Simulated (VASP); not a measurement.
# MgO (P2/m) in VASP: relaxation of cell and atoms with PBE

Aim: the relaxation of cell and atoms of MgO with PBE.

All numbers are computed with VASP 6.6.1; they aren't measurements. Logs are shortened: lines on timing, memory, paths and dates and some standing lists are left out, and cuts for length are marked.

## 1. The cell of the first run

It takes space group P2/m (No. 10, monoclinic). The conventional cell has a = 2.970 Å, b = 3.000 Å, c = 5.417 Å, α = 90.00°, β = 100.34°, γ = 90.00°. Within 2.7 Å of Mg (site symmetry 2/m) lie 4 O at 2.01 to 2.04 Å. Mg (site symmetry 2/m) has 4 O at 2.04 Å within 2.7 Å. O (site symmetry m) has 4 Mg at 2.01 to 2.04 Å and 2 O at 2.75 to 2.77 Å within 2.8 Å.

## 2. Relaxation of cell and atoms, PBE (atoms taken out)

INCAR reads:

```
PREC     = Accurate       # precision mode
ENCUT    = 600            # plane-wave cutoff, eV
EDIFF    = 1E-6           # SCF threshold, eV
ISMEAR   = 0              # smearing method
SIGMA    = 0.02           # smearing width, eV
LREAL    = False          # projectors in reciprocal space
LASPH    = True           # aspherical terms in the spheres
NELM     = 60             # most SCF steps
ALGO     = Normal         # electronic algorithm
ISIF     = 3              # what is computed and relaxed
LWAVE    = False          # write WAVECAR
LCHARG   = False          # write CHGCAR
GGA      = PE             # functional
IBRION   = 2              # ionic algorithm
NSW      = 100            # ionic steps
EDIFFG   = -0.01          # ionic threshold
```

KPOINTS reads:

```
regular mesh
0
Gamma
  10 10 6
```

POSCAR reads:

```
MgO
1.0
    2.9704472232      0.0000000000      0.0000000000
    0.0000000000      2.9996360308      0.0000000000
   -0.9722547827      0.0000000000      5.3288229656
Mg O
2 2
Direct
    0.0000000000      0.0000000000      0.0000000000
    0.5000000000      0.5000000000      0.5000000000
    0.4068506003      0.0000000000      0.7419257109
    0.5931493997      0.0000000000      0.2580742891
```

Potentials or basis: VASP PAW PBE potentials, release 64 (Mg, O).

Launch:

```
$ cat potpaw_PBE.64/Mg/POTCAR potpaw_PBE.64/O/POTCAR > POTCAR
$ mpirun -np 1 vasp_std > vasp.out
```

OUTCAR:

```text
PREC = Accurate
   ENCUT = 600
   EDIFF = 1E-6
   ISMEAR = 0
   LREAL = False
   LASPH = True
   NELM = 60
   ISIF = 3
   GGA = PE
   IBRION = 2
   NSW = 100
   EDIFFG = -0.01

 ion  position               nearest neighbor table
   1  0.000  0.000  0.000-   3 2.01   4 2.01   4 2.04   3 2.04   2 3.22   2 3.22   2 3.22   2 3.22
                             2 3.64   2 3.64   2 3.64   2 3.64
   2  0.500  0.500  0.500-   3 2.04   4 2.04   3 2.04   4 2.04   1 3.22   1 3.22   1 3.22   1 3.22
                             1 3.64   1 3.64   1 3.64   1 3.64
   3  0.407  0.000  0.742-   1 2.01   2 2.04   2 2.04   1 2.04
   4  0.593  0.000  0.258-   1 2.01   2 2.04   2 2.04   1 2.04

  LATTYP: Found a simple monoclinic cell.
 ALAT       =     2.9704472232
 B/A-ratio  =     1.0098264017
 C/A-ratio  =     1.8235610356
 COS(beta)  =    -0.1794890437

  Lattice vectors:

 A1 = (   2.9704472232,   0.0000000000,   0.0000000000)
 A2 = (   0.0000000000,   2.9996360308,   0.0000000000)
 A3 = (  -0.9722547827,   0.0000000000,   5.3288229656)

Analysis of symmetry for initial positions (statically):
=====================================================================
 Subroutine PRICEL returns:
 Original cell was already a primitive cell.

 Routine SETGRP: Setting up the symmetry group for a
 simple monoclinic supercell.

 Subroutine GETGRP returns: Found  4 space group operations
 (whereof  4 operations were pure point group operations)
 out of a pool of  4 trial point group operations.

The static configuration has the point symmetry C_2h.

Analysis of symmetry for dynamics (positions and initial velocities):
=====================================================================
 Subroutine PRICEL returns:
 Original cell was already a primitive cell.

 Routine SETGRP: Setting up the symmetry group for a
 simple monoclinic supercell.

 Subroutine GETGRP returns: Found  4 space group operations
 (whereof  4 operations were pure point group operations)
 out of a pool of  4 trial point group operations.

The dynamic configuration has the point symmetry C_2h.

 Subroutine INISYM returns: Found  4 space group operations
 (whereof  4 operations are pure point group operations),
 and found     1 'primitive' translations

----------------------------------------------------------------------------------------

                                     Primitive cell

  volume of cell :      47.4812
[... 113 lines left out ...]
     AMIX_MAG =   1.60;   BMIX_MAG =  1.00
  volume/ion in A,a.u.               =      11.87        80.10
  Fermi-wavevector in a.u.,A,eV,Ry     =   1.139220  2.152814 17.657943  1.297822
  Thomas-Fermi vector in A             =   2.275924
   LORBIT       =      0    0 simple, 1 ext, 2 COOP (PROOUT), +10 PAW based schemes
   GGA     = PE    functional components
   LHFCALC =     F    Hartree Fock is set to
   AEXX    =    0.0000 exact exchange contribution
   IVDW    =     0    specifies the selected vdW correction
   LEPSILON=     F    determine dielectric tensor
   LRPA    =     F    only Hartree local field effects (RPA)
 conjugate gradient relaxation of ions
 non-spin polarized calculation
 Gauss-broadening in eV      SIGMA  =   0.02
  energy-cutoff  :      600.00
  volume of cell :       47.48
 maximum number of plane-waves:      1612
   NGX = 11   NGY = 11   NGZ = 21

--------------------------------------- Ionic step        1  -------------------------------------------

 number of electron      16.0000003 magnetization

 Free energy of the ion-electron system (eV)
  ---------------------------------------------------
  ext. energy  EPLUGINS =         0.00000000
  ---------------------------------------------------
  free energy    TOTEN  =       -21.85013270 eV

  energy without entropy =      -21.85013270  energy(sigma->0) =      -21.85013270

------------------------ aborting loop because EDIFF is reached ----------------------------------------

  FORCE on cell =-STRESS in cart. coord.  units (eV):
  Direction    XX          YY          ZZ          XY          YZ          ZX
  --------------------------------------------------------------------------------------
  -------------------------------------------------------------------------------------
  Total       -0.1905055     -0.1286899     -0.1303459      0.0000000      0.0000000      0.0117537
  in kB       -6.4283034     -4.3424360     -4.3983157      0.0000000      0.0000000      0.3966086
  external PRESSURE =      -5.0563517 kB  Pullay stress =       0.0000000 kB
[... 291 lines left out ...]
--------------------------------------- Ionic step        9  -------------------------------------------

 number of electron      16.0000002 magnetization

 Free energy of the ion-electron system (eV)
  ---------------------------------------------------
  ext. energy  EPLUGINS =         0.00000000
  ---------------------------------------------------
  free energy    TOTEN  =       -21.85063345 eV

  energy without entropy =      -21.85063345  energy(sigma->0) =      -21.85063345

 E-fermi :   2.1665     XC(G=0):  -9.8582

 val. band max:        1.9956572874   @ k =   0.0000   0.5000   0.0000
 cond. band min:       3.5217395621   @ k =   0.0000   0.0000   0.0000
 fundamental gap:      1.5260822747
 Fermi energy:         2.1665490911

 k-point     1 :       0.0000    0.0000    0.0000
  band No.  band energies     occupation
      1     -14.7609      2.00000
      2     -13.8206      2.00000
      3      -2.3342      2.00000
      4       1.2274      2.00000
      5       1.3897      2.00000
      6       1.5129      2.00000
      7       1.6169      2.00000
      8       1.8668      2.00000
      9       3.5217      0.00000
     10       8.6008      0.00000
     11       9.3360      0.00000
     12      14.9299      0.00000
[... 331 lines left out ...]
 k-point    24 :       0.5000    0.3000    0.0000
  band No.  band energies     occupation
      1     -13.8598      2.00000
      2     -13.4070      2.00000
      3      -1.4658      2.00000
      4      -1.1140      2.00000
      5      -0.1508      2.00000
      6       0.1311      2.00000
      7       0.5770      2.00000
      8       1.6441      2.00000
      9       6.5436      0.00000
     10       9.3185      0.00000
     11      10.2498      0.00000
     12      11.5154      0.00000

 [... further k-points ...]

------------------------ aborting loop because EDIFF is reached ----------------------------------------

  FORCE on cell =-STRESS in cart. coord.  units (eV):
  Direction    XX          YY          ZZ          XY          YZ          ZX
  --------------------------------------------------------------------------------------
  -------------------------------------------------------------------------------------
  Total        0.0068413     -0.0052056     -0.0047017      0.0000000      0.0000000      0.0100895
  in kB        0.2322681     -0.1767352     -0.1596267      0.0000000      0.0000000      0.3425470
  external PRESSURE =      -0.0346979 kB  Pullay stress =       0.0000000 kB
[... 19 lines left out ...]
  FREE ENERGIE OF THE ION-ELECTRON SYSTEM (eV)
  ---------------------------------------------------
  free  energy   TOTEN  =       -21.8506334499 eV

  energy  without entropy=      -21.8506334499  energy(sigma->0) =      -21.85063345

 reached required accuracy - stopping structural energy minimisation
```

OSZICAR:

```text
N       E                     dE             d eps       ncg     rms          rms(c)
DAV:   1     0.791773533458E+02    0.79177E+02   -0.86156E+03  4720   0.132E+03
DAV:   2    -0.207202562299E+02   -0.99898E+02   -0.89446E+02  6456   0.244E+02
DAV:   3    -0.265600210450E+02   -0.58398E+01   -0.58054E+01  5640   0.648E+01
[... 57 lines left out ...]
       N       E                     dE             d eps       ncg     rms          rms(c)
DAV:   1    -0.218506238644E+02   -0.10901E-04   -0.11483E-02  4608   0.106E+00    0.205E-02
DAV:   2    -0.218506369634E+02   -0.13099E-04   -0.19468E-04  5652   0.134E-01    0.114E-02
DAV:   3    -0.218506341022E+02    0.28612E-05   -0.22981E-06  4604   0.184E-02    0.542E-03
DAV:   4    -0.218506334499E+02    0.65231E-06   -0.22214E-06  3728   0.158E-02
   9 F= -.21850633E+02 E0= -.21850633E+02  d E =-.203165E-04
```

CONTCAR:

```text
MgO
   1.00000000000000
     2.9614747680742326    0.0000000000000000   -0.0054399033467951
     0.0000000000000000    2.9938546114590032    0.0000000000000000
    -0.9790946808551113    0.0000000000000000    5.3243661470729808
  Mg              O
     2     2
Direct
     1.0000000000000000    1.0000000000000000    0.0000000000000000
     0.5000000000000000    0.5000000000000000    0.5000000000000000
     0.4054411832690330    1.0000000000000000    0.7416502168939433
     0.5945588167309670    0.0000000000000000    0.2583497831060567

  0.00000000E+00  0.00000000E+00  0.00000000E+00
  0.00000000E+00  0.00000000E+00  0.00000000E+00
  0.00000000E+00  0.00000000E+00  0.00000000E+00
  0.00000000E+00  0.00000000E+00  0.00000000E+00
```

Wall time 5 min (1 thread of Intel Xeon Platinum 8488C (Sapphire Rapids), shared host); peak memory 0.28 GiB.

Results:

- Free energy: -21.8506 eV
- Relaxed volume: 11.80 Å³/atom
- Relaxed cell: a = 2.961 Å, b = 2.994 Å, c = 5.414 Å, α = 90.00°, β = 100.52°, γ = 90.00°
- Space group after relaxing (to 0.1 Å): P2/m (No. 10)
- Energy gained by relaxing: 0.1 meV/atom
- Ionic steps: 9
- Pressure after relaxing: 0.0 GPa
- Largest force after relaxing: 0.009 eV/Å
- Band gap on the k mesh: 1.53 eV (least direct gap 1.65 eV)

Forces on the atoms (eV/Å):
```
Mg   0.000  0.000  0.000
Mg   0.000  0.000  0.000
O   -0.005  0.000 -0.007
O    0.005  0.000  0.007
```

The path:
```csv
step,energy change (eV),largest force (eV/Å),pressure (GPa),volume (Å³)
1,0.0000,0.0091,-0.51,47.48
2,-0.0004,0.0125,0.11,47.22
3,-0.0004,0.0112,0.02,47.26
4,-0.0004,0.0111,-0.01,47.27
5,-0.0004,0.0102,0.00,47.25
6,-0.0004,0.0117,-0.01,47.24
7,-0.0005,0.0105,0.00,47.22
8,-0.0005,0.0162,0.03,47.19
9,-0.0005,0.0089,0.00,47.19
```

Final structure:
```xyz
4
Lattice="2.9615 0.0000 -0.0054 0.0000 2.9939 0.0000 -0.9791 0.0000 5.3244" Properties=species:S:1:pos:R:3 pbc="T T T"
Mg    2.9615    2.9939   -0.0054
Mg    0.9912    1.4969    2.6595
O     0.4746    2.9939    3.9466
O     1.5078    0.0000    1.3723
```

Caveat: the cell differs from its parent crystal (atoms taken out). A k mesh can miss the band edges.
